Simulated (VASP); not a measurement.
SrCu2Sb2, 10 atoms in the cell. It takes space group P4/nmm (No. 129, tetragonal). Conventional cell: a = 4.441 Å, b = 4.441 Å, c = 10.464 Å, α = 90.00°, β = 90.00°, γ = 90.00°. Within 4.4 Å of Sr (site symmetry 4mm) lie 9 Cu at 3.33 to 4.15 Å and 9 Sb at 3.34 to 3.82 Å. Within 3.3 Å of Cu (site symmetry 4mm) lie 5 Sb at 2.50 to 2.62 Å. Within 3.4 Å of Cu (site symmetry -4m2) lie 4 Sb at 2.60 Å and 4 Cu at 3.14 Å and 4 Sr at 3.33 Å. Sb (site symmetry 4mm) has 5 Cu at 2.50 to 2.60 Å within 3.3 Å. Within 3.5 Å of Sb (site symmetry -4m2) lie 4 Cu at 2.62 Å and 4 Sb at 3.14 Å. 

| Property | Result |
| --- | --- |
| Program | VASP 6.6.1 |
| Task | single point |
| Functional | LDA |
| Potentials or basis | VASP PAW LDA potentials, release 64 (Sr_sv, Cu, Sb) |
| Cutoff | 520 eV |
| k mesh | 6 × 6 × 3 |
| Occupations | methfessel-paxton, width 0.1 eV |
| Spin | no spin polarisation |
| Dipole correction | no |
| Further INCAR settings | ALGO = Normal; EDIFF = 1e-06; NBANDS = 53 |

Potentials or basis: VASP PAW LDA potentials, release 64 (Sr_sv, Cu, Sb).

Command:

```bash
$ cat potpaw_LDA.64/Sr_sv/POTCAR potpaw_LDA.64/Cu/POTCAR potpaw_LDA.64/Sb/POTCAR > POTCAR
$ mpirun -np 1 vasp_std > vasp.out
```

Hardware: 1 thread of Intel(R) Xeon(R) Platinum 8259CL CPU @ 2.50GHz (Skylake/Cascade Lake), on a shared host.

**Question.** How long does it take, and how much memory?

**Answer.** Wall time 4.4 min on 1 thread of Intel(R) Xeon(R) Platinum 8259CL CPU @ 2.50GHz (Skylake/Cascade Lake), with other jobs on the host, peak memory 0.37 GiB. Counts: scf iterations 17, k points 20.
